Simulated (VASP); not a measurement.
# HfB2 (P6/mmm) in VASP: settings compared

Aim: see how the results for HfB2 move with the level of theory and the settings. Levels: LDA, r2SCAN. Tasks: electric field gradients.

All numbers are computed with VASP 6.6.1; they aren't measurements. Logs are shortened: lines on timing, memory, paths and dates and some standing lists are left out, and cuts for length are marked.

## Step 1: The cell of the first run

The structure is hexagonal, space group P6/mmm (No. 191). Conventional cell: a = 3.140 Å, b = 3.140 Å, c = 3.480 Å, α = 90.00°, β = 90.00°, γ = 120.00°. Hf (site symmetry 6/mmm) has 12 B at 2.51 Å and 6 Hf at 3.14 Å within 3.3 Å. B (site symmetry -6m2) has 3 B at 1.81 Å within 2.4 Å.

## Step 2: Electric field gradients, LDA

File INCAR:

```
ALGO = Normal ; EDIFF = 1E-8
ENCUT = 520 ; ISIF = 2
ISMEAR = -1 ; LASPH = True
LCHARG = False ; LEFG = True
LREAL = False ; LWAVE = False
NBANDS = 15 ; NELM = 80
PREC = Accurate ; SIGMA = 0.05
```

File KPOINTS:

```
k-points
0
Gamma
  17 17 13
```

File POSCAR:

```
HfB2
1.0
    3.1400000000      0.0000000000      0.0000000000
   -1.5700000000      2.7193197679      0.0000000000
    0.0000000000      0.0000000000      3.4800000000
Hf B
1 2
Direct
    0.0000000000      0.0000000000      0.0000000000
    0.3333333333      0.6666666667      0.5000000000
    0.6666666667      0.3333333333      0.5000000000
```

Potentials or basis: VASP PAW LDA potentials, release 64 (Hf_pv, B).

Command:

```bash
> cat potpaw_LDA.64/Hf_pv/POTCAR potpaw_LDA.64/B/POTCAR > POTCAR
> mpirun -np 1 vasp_std > vasp.out
```

OUTCAR:

```text
EDIFF = 1E-8
   ENCUT = 520
   ISIF = 2
   ISMEAR = -1
   LASPH = True
   LREAL = False
   NELM = 80
   PREC = Accurate

 ion  position               nearest neighbor table
   1  0.000  0.000  0.000-   2 2.51   3 2.51   2 2.51   3 2.51   3 2.51   3 2.51   2 2.51   2 2.51
                             3 2.51   3 2.51   2 2.51   2 2.51
   2  0.333  0.667  0.500-   3 1.81   3 1.81   3 1.81   1 2.51   1 2.51   1 2.51   1 2.51   1 2.51
                             1 2.51
   3  0.667  0.333  0.500-   2 1.81   2 1.81   2 1.81   1 2.51   1 2.51   1 2.51   1 2.51   1 2.51
                             1 2.51

  LATTYP: Found a hexagonal cell.
 ALAT       =     3.1400000000
 C/A-ratio  =     1.1082802548

  Lattice vectors:

 A1 = (   3.1400000000,   0.0000000000,   0.0000000000)
 A2 = (  -1.5700000000,   2.7193197679,   0.0000000000)
 A3 = (   0.0000000000,   0.0000000000,   3.4800000000)

Analysis of symmetry for initial positions (statically):
=====================================================================
 Subroutine PRICEL returns:
 Original cell was already a primitive cell.

 Routine SETGRP: Setting up the symmetry group for a
 hexagonal supercell.

 Subroutine GETGRP returns: Found 24 space group operations
 (whereof 24 operations were pure point group operations)
 out of a pool of 24 trial point group operations.

The static configuration has the point symmetry D_6h.

Analysis of symmetry for dynamics (positions and initial velocities):
=====================================================================
 Subroutine PRICEL returns:
 Original cell was already a primitive cell.

 Routine SETGRP: Setting up the symmetry group for a
 hexagonal supercell.

 Subroutine GETGRP returns: Found 24 space group operations
 (whereof 24 operations were pure point group operations)
 out of a pool of 24 trial point group operations.

The dynamic configuration has the point symmetry D_6h.

 Subroutine INISYM returns: Found 24 space group operations
 (whereof 24 operations are pure point group operations),
 and found     1 'primitive' translations

----------------------------------------------------------------------------------------

                                     Primitive cell
[... 149 lines left out ...]
  band No.  band energies     occupation
      1     -22.8330      2.00000
      2     -22.3181      2.00000
      3     -22.3181      2.00000
      4      -5.9097      2.00000
      5       4.6493      2.00000
      6       4.7703      2.00000
      7       4.7703      2.00000
      8       4.9654      2.00000
      9      11.5916      0.00000
     10      11.5916      0.00000
     11      12.2485      0.00000
     12      12.2485      0.00000
     13      12.6868      0.00000
     14      12.6868      0.00000
[... 401 lines left out ...]
      2     -22.7415      2.00000
      3     -22.4897      2.00000
      4      -4.0788      2.00000
      5       1.7670      2.00000
      6       3.2753      2.00000
      7       4.0175      2.00000
      8       6.5029      2.00000
      9       8.9189      0.00000
     10       9.1172      0.00000
     11      12.3349      0.00000
     12      14.0041      0.00000
     13      14.5906      0.00000
     14      14.6128      0.00000
     15      16.7491      0.00000

 [... further k-points ...]

------------------------ aborting loop because EDIFF is reached ----------------------------------------

  FORCE on cell =-STRESS in cart. coord.  units (eV):
  Direction    XX          YY          ZZ          XY          YZ          ZX
  --------------------------------------------------------------------------------------
  -------------------------------------------------------------------------------------
  Total       -1.7848922     -1.7848922     -1.8498405      0.0000000      0.0000000      0.0000000
  in kB      -96.2395072    -96.2395072    -99.7414522      0.0000000      0.0000000      0.0000000
  external PRESSURE =     -97.4068222 kB  Pullay stress =       0.0000000 kB

 VOLUME and BASIS-vectors are now :
 -----------------------------------------------------------------------------
  energy-cutoff  :      520.00
  volume of cell :       29.71
      direct lattice vectors                 reciprocal lattice vectors
     3.140000000  0.000000000  0.000000000     0.318471338  0.183869512  0.000000000
    -1.570000000  2.719319768  0.000000000     0.000000000  0.367739025  0.000000000
     0.000000000  0.000000000  3.480000000     0.000000000  0.000000000  0.287356322

 POSITION                                       TOTAL-FORCE (eV/Angst)
 -----------------------------------------------------------------------------------
      0.00000      0.00000      0.00000         0.000000      0.000000      0.000000
     -0.00000      1.81288      1.74000        -0.000000      0.000000      0.000000
      1.57000      0.90644      1.74000         0.000000     -0.000000      0.000000
 -----------------------------------------------------------------------------------
    total drift:                               -0.000000      0.000000      0.000000

  FREE ENERGIE OF THE ION-ELECTRON SYSTEM (eV)
  ---------------------------------------------------
  free  energy   TOTEN  =       -28.9215191106 eV

  energy  without entropy=      -28.9199217935  energy(sigma->0) =      -28.92072045

 Electric field gradients (V/A^2)
---------------------------------------------------------------------
 ion       V_xx      V_yy      V_zz      V_xy      V_xz      V_yz
---------------------------------------------------------------------
   1     -41.736   -41.736    83.472    -0.000    -0.000    -0.000
   2      -0.906    -0.906     1.812    -0.000     0.000    -0.000
   3      -0.906    -0.906     1.812    -0.000     0.000    -0.000
---------------------------------------------------------------------

 Electric field gradients after diagonalization (V/A^2)
 (convention: |V_zz| > |V_xx| > |V_yy|)
----------------------------------------------------------------------
 ion       V_xx      V_yy      V_zz     asymmetry (V_yy - V_xx)/ V_zz
----------------------------------------------------------------------
   1     -41.736   -41.736    83.472       0.000
   2      -0.906    -0.906     1.812       0.000
   3      -0.906    -0.906     1.812       0.000
----------------------------------------------------------------------

           NMR quadrupolar parameters

 Cq : quadrupolar parameter    Cq=e*Q*V_zz/h
 eta: asymmetry parameters     (V_yy - V_xx)/ V_zz
 Q  : nuclear electric quadrupole moment in mb (millibarn)
----------------------------------------------------------------------
 ion       Cq(MHz)       eta       Q (mb)
----------------------------------------------------------------------
   1       0.202       0.000       1.000
   2       0.004       0.000       1.000
   3       0.004       0.000       1.000
----------------------------------------------------------------------
```

Wall time 65 s (1 thread of Intel Xeon Platinum 8375C at 2.90GHz (Ice Lake), shared host); peak memory 0.21 GiB.

What came out:

```yaml
Free_energy: -28.9215 eV
Pressure: -9.7 GPa
Band_gap_on_the_k_mesh: zero (bands 8 and 9 overlap by 1.40 eV)
Largest_electric_field_gradient_by_atom: Hf +83.5; B +1.8 V/Å²
```

Levels at points of the mesh, in eV from the Fermi level:
| k point | band 4 | band 5 | band 6 | band 7 | band 8 | band 9 | band 10 | band 11 | band 12 | band 13 |
| --- | --- | --- | --- | --- | --- | --- | --- | --- | --- | --- |
| (0.00, 0.00, 0.00) | -13.65 | -3.09 | -2.97 | -2.97 | -2.77 | 3.85 | 3.85 | 4.51 | 4.51 | 4.95 |

Electric field gradients, principal values (V/Å²):
```csv
atom,least,middle,greatest (by size)
1 Hf,-41.736,-41.736,83.472
2 B,-0.906,-0.906,1.812
3 B,-0.906,-0.906,1.812
```

Caveat: the cell stands under tension; without QUAD_EFG the Cq values of the log hold for a quadrupole moment of 1 mb, not for the nuclei; spin-orbit coupling is left out, which moves the levels of the heavy elements.

## Step 3: Electric field gradients, r2SCAN

POSCAR is that of step 2.

File INCAR.step1:

```
SYSTEM = HfB2
  PREC = Accurate
  ENCUT = 520
  ISMEAR = -1
  SIGMA = 0.05
  LREAL = .False.
  LASPH = .True.
  NELM = 80
  NBANDS = 15
  GGA = PE
  ALGO = Normal
  EDIFF = 1E-4
  LWAVE = .True.
  LCHARG = .False.
```

File INCAR.step2:

```
SYSTEM = HfB2
  PREC = Accurate
  ENCUT = 520
  EDIFF = 1E-8
  ISMEAR = -1
  SIGMA = 0.05
  LREAL = .False.
  LASPH = .True.
  NELM = 80
  ALGO = Normal
  ISIF = 2
  LWAVE = .False.
  LCHARG = .False.
  METAGGA = R2SCAN
  LMIXTAU = .True.
  LEFG = .True.
  NBANDS = 15
  ISTART = 1
```

File KPOINTS:

```
regular mesh
0
Gamma
  17 17 13
  0 0 0
```

Potentials or basis: VASP PAW PBE potentials, release 64 (Hf_pv, B).

Command:

```bash
> cat potpaw_PBE.64/Hf_pv/POTCAR potpaw_PBE.64/B/POTCAR > POTCAR
> cp INCAR.step1 INCAR
> mpirun -np 1 vasp_std > vasp.out
> cp INCAR.step2 INCAR
> mpirun -np 1 vasp_std > vasp.out
```

OUTCAR:

```text
SYSTEM = HfB2
   PREC = Accurate
   ENCUT = 520
   EDIFF = 1E-8
   ISMEAR = -1
   LREAL = .False.
   LASPH = .True.
   NELM = 80
   ISIF = 2
   METAGGA = R2SCAN
   ISTART = 1

 ion  position               nearest neighbor table
   1  0.000  0.000  0.000-   2 2.51   3 2.51   2 2.51   3 2.51   3 2.51   3 2.51   2 2.51   2 2.51
                             3 2.51   3 2.51   2 2.51   2 2.51
   2  0.333  0.667  0.500-   3 1.81   3 1.81   3 1.81   1 2.51   1 2.51   1 2.51   1 2.51   1 2.51
                             1 2.51
   3  0.667  0.333  0.500-   2 1.81   2 1.81   2 1.81   1 2.51   1 2.51   1 2.51   1 2.51   1 2.51
                             1 2.51

  LATTYP: Found a hexagonal cell.
 ALAT       =     3.1400000000
 C/A-ratio  =     1.1082802548

  Lattice vectors:

 A1 = (   3.1400000000,   0.0000000000,   0.0000000000)
 A2 = (  -1.5700000000,   2.7193197679,   0.0000000000)
 A3 = (   0.0000000000,   0.0000000000,   3.4800000000)

Analysis of symmetry for initial positions (statically):
[... 634 lines left out ...]

 POSITION                                       TOTAL-FORCE (eV/Angst)
 -----------------------------------------------------------------------------------
      0.00000      0.00000      0.00000         0.000000      0.000000      0.000000
     -0.00000      1.81288      1.74000        -0.000000      0.000000      0.000000
      1.57000      0.90644      1.74000         0.000000     -0.000000      0.000000
 -----------------------------------------------------------------------------------
    total drift:                               -0.000000      0.000000      0.000000

  FREE ENERGIE OF THE ION-ELECTRON SYSTEM (eV)
  ---------------------------------------------------
  free  energy   TOTEN  =       -63.0908193904 eV

  energy  without entropy=      -63.0893649641  energy(sigma->0) =      -63.09009218

 Electric field gradients (V/A^2)
---------------------------------------------------------------------
 ion       V_xx      V_yy      V_zz      V_xy      V_xz      V_yz
---------------------------------------------------------------------
   1     -37.916   -37.916    75.833    -0.000    -0.000    -0.000
   2      -0.805    -0.806     1.611    -0.000     0.000    -0.000
   3      -0.805    -0.806     1.611    -0.000     0.000     0.000
---------------------------------------------------------------------

 Electric field gradients after diagonalization (V/A^2)
 (convention: |V_zz| > |V_xx| > |V_yy|)
----------------------------------------------------------------------
 ion       V_xx      V_yy      V_zz     asymmetry (V_yy - V_xx)/ V_zz
----------------------------------------------------------------------
   1     -37.916   -37.916    75.833       0.000
   2      -0.806    -0.805     1.611       0.000
   3      -0.806    -0.805     1.611       0.000
----------------------------------------------------------------------

           NMR quadrupolar parameters

 Cq : quadrupolar parameter    Cq=e*Q*V_zz/h
 eta: asymmetry parameters     (V_yy - V_xx)/ V_zz
 Q  : nuclear electric quadrupole moment in mb (millibarn)
----------------------------------------------------------------------
 ion       Cq(MHz)       eta       Q (mb)
----------------------------------------------------------------------
   1       0.183       0.000       1.000
   2       0.004       0.000       1.000
   3       0.004       0.000       1.000
----------------------------------------------------------------------
```

OUTCAR.step1:

```text
SYSTEM = HfB2
   PREC = Accurate
   ENCUT = 520
   ISMEAR = -1
   LREAL = .False.
   LASPH = .True.
   NELM = 80
[... 659 lines left out ...]
      0.00000      0.00000      0.00000         0.000000      0.000000      0.000000
     -0.00000      1.81288      1.74000         0.000000     -0.000000      0.000000
      1.57000      0.90644      1.74000        -0.000000      0.000000      0.000000
 -----------------------------------------------------------------------------------
    total drift:                               -0.000000      0.000000      0.000000

  FREE ENERGIE OF THE ION-ELECTRON SYSTEM (eV)
  ---------------------------------------------------
  free  energy   TOTEN  =       -26.4023520192 eV

  energy  without entropy=      -26.4007677106  energy(sigma->0) =      -26.40155986
```

OSZICAR.step1:

```text
N       E                     dE             d eps       ncg     rms          rms(c)
DAV:   1     0.291511100555E+02    0.29151E+02   -0.79864E+03  6930   0.101E+03
DAV:   2    -0.272254247713E+02   -0.56377E+02   -0.52814E+02  9172   0.221E+02
DAV:   3    -0.287718063524E+02   -0.15464E+01   -0.15359E+01  9016   0.269E+01
DAV:   4    -0.287783735330E+02   -0.65672E-02   -0.65629E-02  8211   0.211E+00
DAV:   5    -0.287784120576E+02   -0.38525E-04   -0.38524E-04  8978   0.144E-01    0.525E+01
DAV:   6    -0.265185502653E+02    0.22599E+01   -0.27752E+00  8365   0.120E+01    0.385E+01
DAV:   7    -0.264675220428E+02    0.51028E-01   -0.92715E-01  8876   0.707E+00    0.117E+01
DAV:   8    -0.264066303592E+02    0.60892E-01   -0.23141E-01  8113   0.365E+00    0.163E+00
DAV:   9    -0.264025120066E+02    0.41184E-02   -0.18713E-02  8141   0.110E+00    0.380E-01
DAV:  10    -0.264023446488E+02    0.16736E-03   -0.75092E-04  8946   0.226E-01    0.255E-01
DAV:  11    -0.264023520192E+02   -0.73703E-05   -0.48947E-05  4270   0.547E-02
   1 F= -.26402352E+02 E0= -.26401560E+02  d E =-.158431E-02
```

It took 4.7 min on 1 thread of Intel Xeon Platinum 8375C at 2.90GHz (Ice Lake), shared host; peak memory 0.23 GiB.

What came out:

```
Free energy                             : -63.0908 eV
Pressure                                : -1.3 GPa
Band gap on the k mesh                  : zero (bands 8 and 9 overlap by 1.55 eV)
Largest electric field gradient by atom : Hf +75.8; B +1.6 V/Å²
```

Stress tensor (GPa, compression positive):
```
-1.45  0.00  0.00
 0.00 -1.45  0.00
 0.00  0.00 -0.91
```

Levels at points of the mesh, in eV from the Fermi level:
```
           k point  band 6  band 7  band 8  band 9  band 10  band 11
(0.00, 0.00, 0.00)   -3.19   -3.17   -3.17    4.12     4.12     4.83
```

Electric field gradients, principal values (V/Å²):
```
atom    least   middle  greatest (by size)
1 Hf  -37.916  -37.916              75.833
 2 B   -0.805   -0.806               1.611
 3 B   -0.805   -0.806               1.611
```

Caveat: without QUAD_EFG the Cq values of the log hold for a quadrupole moment of 1 mb, not for the nuclei; the PAW data sets were made with another functional, which shifts forces and pressure a little; spin-orbit coupling is left out, which moves the levels of the heavy elements.
